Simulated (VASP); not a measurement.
# Nb (Im-3m) in VASP: a series of runs, part 3 of 4

VASP 6.6.1. The steps go on from the part before.

## 4. Relaxation of cell and atoms, LDA

INCAR reads:

```
SYSTEM = Nb
PREC = Accurate
ENCUT = 500
EDIFF = 1E-7
ISMEAR = -1
SIGMA = 0.05
LREAL = .FALSE.
LASPH = .TRUE.
NELM = 120
ALGO = Normal
ISIF = 3
LWAVE = .FALSE.
LCHARG = .FALSE.
IBRION = 2
NSW = 60
EDIFFG = -0.01
GGA_COMPAT = .FALSE.
NELMIN = 4
```

KPOINTS reads:

```
Automatic mesh
0
G
  11 11 11
  0 0 0
```

POSCAR reads:

```
Nb
1.0
   -1.6639500000      1.6639500000      1.6639500000
    1.6639500000     -1.6639500000      1.6639500000
    1.6639500000      1.6639500000     -1.6639500000
Nb
1
Direct
    0.0000000000      0.0000000000      0.0000000000
```

Potentials or basis: VASP PAW LDA potentials, release 64 (Nb_sv).

The run is started by

```console
cat potpaw_LDA.64/Nb_sv/POTCAR > POTCAR
mpirun -np 1 vasp_std > vasp.out
```

OUTCAR:

```text
SYSTEM = Nb
   PREC = Accurate
   ENCUT = 500
   EDIFF = 1E-7
   ISMEAR = -1
   LREAL = .FALSE.
   LASPH = .TRUE.
   NELM = 120
   ISIF = 3
   IBRION = 2
   NSW = 60
   EDIFFG = -0.01
   NELMIN = 4

 ion  position               nearest neighbor table
   1  0.000  0.000  0.000-

  LATTYP: Found a body centered cubic cell.
 ALAT       =     3.3279000000

  Lattice vectors:

 A1 = (  -1.6639500000,   1.6639500000,   1.6639500000)
 A2 = (   1.6639500000,  -1.6639500000,   1.6639500000)
 A3 = (   1.6639500000,   1.6639500000,  -1.6639500000)

Analysis of symmetry for initial positions (statically):
=====================================================================
 Subroutine PRICEL returns:
 Original cell was already a primitive cell.

 Routine SETGRP: Setting up the symmetry group for a
 body centered cubic supercell.

 Subroutine GETGRP returns: Found 48 space group operations
 (whereof 48 operations were pure point group operations)
 out of a pool of 48 trial point group operations.

The static configuration has the point symmetry O_h .

Analysis of symmetry for dynamics (positions and initial velocities):
=====================================================================
 Subroutine PRICEL returns:
 Original cell was already a primitive cell.

 Routine SETGRP: Setting up the symmetry group for a
 body centered cubic supercell.

 Subroutine GETGRP returns: Found 48 space group operations
 (whereof 48 operations were pure point group operations)
 out of a pool of 48 trial point group operations.

The dynamic configuration has the point symmetry O_h .

 Subroutine INISYM returns: Found 48 space group operations
 (whereof 48 operations are pure point group operations),
 and found     1 'primitive' translations

----------------------------------------------------------------------------------------

                                     Primitive cell

  volume of cell :      18.4281

  direct lattice vectors                    reciprocal lattice vectors
    -1.663950000  1.663950000  1.663950000     0.000000000  0.300489798  0.300489798
     1.663950000 -1.663950000  1.663950000     0.300489798  0.000000000  0.300489798
     1.663950000  1.663950000 -1.663950000     0.300489798  0.300489798  0.000000000

  length of vectors
     2.882045941  2.882045941  2.882045941     0.424956748  0.424956748  0.424956748

  position of ions in fractional coordinates (direct lattice)
     0.000000000  0.000000000  0.000000000

  ion indices of the primitive-cell ions
   primitive index   ion index
                 1           1

----------------------------------------------------------------------------------------

 KPOINTS: Automatic mesh

Automatic generation of k-mesh.
 Grid dimensions read from file:
 generate k-points for:   11   11   11

 Generating k-lattice:

  Cartesian coordinates                     Fractional coordinates (reciprocal lattice)
     0.000000000  0.027317254  0.027317254     0.090909091  0.000000000  0.000000000
     0.027317254  0.000000000  0.027317254     0.000000000  0.090909091  0.000000000
[... 45 lines left out ...]
   ions per type =               1
   NGX,Y,Z   is equivalent  to a cutoff of  13.84, 13.84, 13.84 a.u.
   NGXF,Y,Z  is equivalent  to a cutoff of  27.69, 27.69, 27.69 a.u.
 SYSTEM =  Nb
   PREC   = accura    normal or accurate (medium, high low for compatibility)
   ISTART =      0    job   : 0-new  1-cont  2-samecut
   ICHARG =      2    charge: 1-file 2-atom 10-const
   ISPIN  =      1    spin polarized calculation?
   LNONCOLLINEAR =      F non collinear calculations
   LSORBIT =      F    spin-orbit coupling
   LASPH  =      T    aspherical Exc in radial PAW
   ENCUT  =  500.0 eV  36.75 Ry    6.06 a.u.   5.25  5.25  5.25*2*pi/ulx,y,z
   NELM   =    120;   NELMIN=  4; NELMDL= -5     # of ELM steps
   EDIFF  = 0.1E-06   stopping-criterion for ELM
   LREAL  =      F    real-space projection
   EDIFFG = -.1E-01   stopping-criterion for IOM
   NSW    =     60    number of steps for IOM
   IBRION =      2    ionic relax: 0-MD 1-quasi-New 2-CG
   NFREE  =      1    steps in history (QN), initial steepest desc. (CG)
   ISIF   =      3    stress and relaxation
   ISYM   =      2    0-nonsym 1-usesym 2-fastsym
   POTIM  = 0.5000    time-step for ionic-motion
   TEBEG  =    0.0;   TEEND  =   0.0 temperature during run
   PSTRESS=    0.0 pullay stress
   NELECT =      13.0000    total number of electrons
   NUPDOWN=      -1.0000    fix difference up-down
   EMIN   =  10.00;   EMAX   =-10.00  energy-range for DOS
   EFERMI =   0.00;   METHOD = LEGACY
   ISMEAR =    -1;   SIGMA  =   0.05  broadening in eV -4-tet -1-fermi 0-gaus
   EFERMI_NEDOS =   21; number of points for ismear=-14 and -15
   IALGO  =     38    algorithm
   IMIX   =      4    mixing-type and parameters
     AMIX     =   0.40;   BMIX     =  1.00
     AMIX_MAG =   1.60;   BMIX_MAG =  1.00
  volume/ion in A,a.u.               =      18.43       124.36
  Fermi-wavevector in a.u.,A,eV,Ry     =   1.457345  2.753983 28.896790  2.123854
  Thomas-Fermi vector in A             =   2.574157
   LORBIT       =      0    0 simple, 1 ext, 2 COOP (PROOUT), +10 PAW based schemes
   GGA     = CA    functional components
   LHFCALC =     F    Hartree Fock is set to
   AEXX    =    0.0000 exact exchange contribution
   IVDW    =     0    specifies the selected vdW correction
   LEPSILON=     F    determine dielectric tensor
   LRPA    =     F    only Hartree local field effects (RPA)
 conjugate gradient relaxation of ions
 non-spin polarized calculation
  energy-cutoff  :      500.00
  volume of cell :       18.43
 maximum number of plane-waves:       478
 NGX is ok and might be reduce to    24
   NGX = 11   NGY = 11   NGZ = 11

--------------------------------------- Ionic step        1  -------------------------------------------

 number of electron      12.9999999 magnetization

 Free energy of the ion-electron system (eV)
  ---------------------------------------------------
  ext. energy  EPLUGINS =         0.00000000
  ---------------------------------------------------
  free energy    TOTEN  =       -11.20276802 eV

  energy without entropy =      -11.18758340  energy(sigma->0) =      -11.19517571

------------------------ aborting loop because EDIFF is reached ----------------------------------------

  FORCE on cell =-STRESS in cart. coord.  units (eV):
  Direction    XX          YY          ZZ          XY          YZ          ZX
  --------------------------------------------------------------------------------------
  -------------------------------------------------------------------------------------
  Total       -1.3517352     -1.3517352     -1.3517352      0.0000000     -0.0000000     -0.0000000
  in kB     -117.5226062   -117.5226062   -117.5226062      0.0000000     -0.0000000     -0.0000000
  external PRESSURE =    -117.5226062 kB  Pullay stress =       0.0000000 kB
[... 92 lines left out ...]
--------------------------------------- Ionic step        4  -------------------------------------------

 number of electron      13.0000001 magnetization

 Free energy of the ion-electron system (eV)
  ---------------------------------------------------
  ext. energy  EPLUGINS =         0.00000000
  ---------------------------------------------------
  free energy    TOTEN  =       -11.25073087 eV

  energy without entropy =      -11.23482865  energy(sigma->0) =      -11.24277976

 E-fermi :  11.6238     XC(G=0): -12.9595

 val. band max:       11.6233145514   @ k =   0.2727   0.0000   0.0000
 cond. band min:      11.6466018332   @ k =   0.2727   0.0909   0.0909
 fundamental gap:      0.0232872819
 Fermi energy:        11.6237677252

 k-point     1 :       0.0000    0.0000    0.0000
  band No.  band energies     occupation
      1     -42.3540      2.00000
      2     -17.6916      2.00000
      3     -17.6916      2.00000
      4     -17.6916      2.00000
      5       5.6599      2.00000
      6      11.9858      0.00143
      7      11.9858      0.00143
      8      11.9858      0.00143
      9      15.0464      0.00000
     10      15.0464      0.00000
[... 287 lines left out ...]
 k-point    24 :       0.3636    0.1818    0.0909
  band No.  band energies     occupation
      1     -42.0337      2.00000
      2     -19.0098      2.00000
      3     -18.4166      2.00000
      4     -17.9610      2.00000
      5       9.1409      2.00000
      6       9.9850      2.00000
      7      12.1139      0.00011
      8      15.4902      0.00000
      9      15.9278      0.00000
     10      21.2574      0.00000

 [... further k-points ...]

------------------------ aborting loop because EDIFF is reached ----------------------------------------

  FORCE on cell =-STRESS in cart. coord.  units (eV):
  Direction    XX          YY          ZZ          XY          YZ          ZX
  --------------------------------------------------------------------------------------
  -------------------------------------------------------------------------------------
  Total       -0.0055894     -0.0055894     -0.0055894      0.0000000      0.0000000     -0.0000000
  in kB       -0.5211821     -0.5211821     -0.5211821      0.0000000      0.0000000     -0.0000000
  external PRESSURE =      -0.5211821 kB  Pullay stress =       0.0000000 kB
[... 16 lines left out ...]
  FREE ENERGIE OF THE ION-ELECTRON SYSTEM (eV)
  ---------------------------------------------------
  free  energy   TOTEN  =       -11.2507308655 eV

  energy  without entropy=      -11.2348286452  energy(sigma->0) =      -11.24277976

 reached required accuracy - stopping structural energy minimisation
```

OSZICAR:

```text
N       E                     dE             d eps       ncg     rms          rms(c)
DAV:   1     0.119726465531E+03    0.11973E+03   -0.71752E+03  1120   0.125E+03
DAV:   2    -0.593956449128E+01   -0.12567E+03   -0.12259E+03  1272   0.462E+02
DAV:   3    -0.114068159004E+02   -0.54673E+01   -0.51348E+01  1686   0.832E+01
[... 38 lines left out ...]
DAV:   3    -0.112506842212E+02    0.11347E-03   -0.82890E-04  1748   0.350E-01    0.454E-02
DAV:   4    -0.112507096281E+02   -0.25407E-04   -0.30911E-05  1578   0.571E-02    0.250E-02
DAV:   5    -0.112507311252E+02   -0.21497E-04   -0.63031E-05  1974   0.648E-02    0.960E-03
DAV:   6    -0.112507308793E+02    0.24596E-06   -0.10006E-06  1260   0.148E-02    0.191E-03
DAV:   7    -0.112507308655E+02    0.13820E-07   -0.12837E-07   870   0.456E-03
   4 F= -.11250731E+02 E0= -.11242780E+02  d E =-.479629E-01
```

Run time: 21 s. Hardware: 1 thread of Intel Xeon 6975P-C, shared host; peak memory 0.14 GiB.

What came out:

```yaml
Free_energy: -11.2507 eV
Relaxed_volume: 17.18 Å³/atom
Relaxed_cell: a = 2.816 Å, b = 2.816 Å, c = 2.816 Å, α = 109.47°, β = 109.47°, γ = 109.47°
Space_group_after_relaxing_to_0.05_Å: Im-3m (No. 229)
Energy_gained_by_relaxing: 48.0 meV/atom
Ionic_steps: 4
Pressure_after_relaxing: -0.1 GPa
```

The path:
| step | energy change (eV) | largest force (eV/Å) | pressure (GPa) | volume (Å³) |
| --- | --- | --- | --- | --- |
| 1 | 0.0000 | 0.0000 | -11.75 | 18.43 |
| 2 | 0.1337 | 0.0000 | 29.91 | 15.05 |
| 3 | -0.0479 | 0.0000 | -0.57 | 17.23 |
| 4 | -0.0480 | 0.0000 | -0.05 | 17.18 |

Final structure:
```cif
data_structure
_symmetry_space_group_name_H-M 'P 1'
_symmetry_Int_Tables_number 1
_cell_length_a 2.8156
_cell_length_b 2.8156
_cell_length_c 2.8156
_cell_angle_alpha 109.471
_cell_angle_beta 109.471
_cell_angle_gamma 109.471
_cell_volume 17.18
loop_
_atom_site_label
_atom_site_type_symbol
_atom_site_fract_x
_atom_site_fract_y
_atom_site_fract_z
_atom_site_occupancy
Nb1 Nb 0.00000 0.00000 0.00000 1
```

LDA usually gives volumes a few per cent too small. Zero-point motion and thermal expansion aren't in these numbers.

(Continued in part 4 of 4.)
